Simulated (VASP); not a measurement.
Set up this calculation in VASP 6.6.1, as the native input.

| Item | Value |
| --- | --- |
| Task | single point |
| Functional | PBE |
| Potentials or basis | VASP PAW PBE potentials, release 64 (Ru_pv, Si) |
| Cutoff | 520 eV |
| k mesh | 12 × 12 × 1 |
| Occupations | gaussian, width 0.1 eV |
| Spin | no spin polarisation |
| Dipole correction | yes |
| Further INCAR settings | ALGO = Normal; EDIFF = 1e-07; NBANDS = 38 |

The structure of SiRu4 lies in POSCAR:

```
SiRu4
1.0
    2.7197977464      0.0000000000      0.0000000000
   -1.3598988732      2.3554139415      0.0000000000
    0.0000000000      0.0000000000     21.8663388848
Ru Si
4 1
Direct
    0.6666666666      0.3333333333      0.1829295714
    0.3333333334      0.6666666667      0.2811778375
    0.6666666666      0.3333333333      0.3790816284
    0.3333333334      0.6666666667      0.4740774823
    0.5000000000      1.0000000000      0.5773866082
```

One way to write it, as run:

INCAR

```
SYSTEM = SiRu4
  PREC = Accurate
  ENCUT = 520
  EDIFF = 1E-7
  ISMEAR = 0
  SIGMA = 0.1
  LREAL = .False.
  LASPH = .True.
  NELM = 60
  ALGO = Normal
  ISIF = 2
  LWAVE = .False.
  LCHARG = .True.
  LDIPOL = .True.
  IDIPOL = 3
  DIPOL = 0.5 0.5 0.379
  GGA = PE
  LELF = .True.
  LVHAR = .True.
  LVACPOTAV = .True.
  NBANDS = 38
```

KPOINTS

```
regular mesh
0
Gamma
  12 12 1
  0 0 0
```

Potentials or basis: VASP PAW PBE potentials, release 64 (Ru_pv, Si).

Run with:

```bash
$ cat potpaw_PBE.64/Ru_pv/POTCAR potpaw_PBE.64/Si/POTCAR > POTCAR
$ mpirun -np 1 vasp_std > vasp.out
```

Results of the run:

| Property | Result |
| --- | --- |
| Largest force | 0.671 eV/Å |
| Band gap on the k mesh | zero (bands 30 and 31 overlap by 2.22 eV) |

Wall time 9.2 min on 1 thread of Intel Xeon 8259CL, on a shared host, peak memory 0.35 GiB.
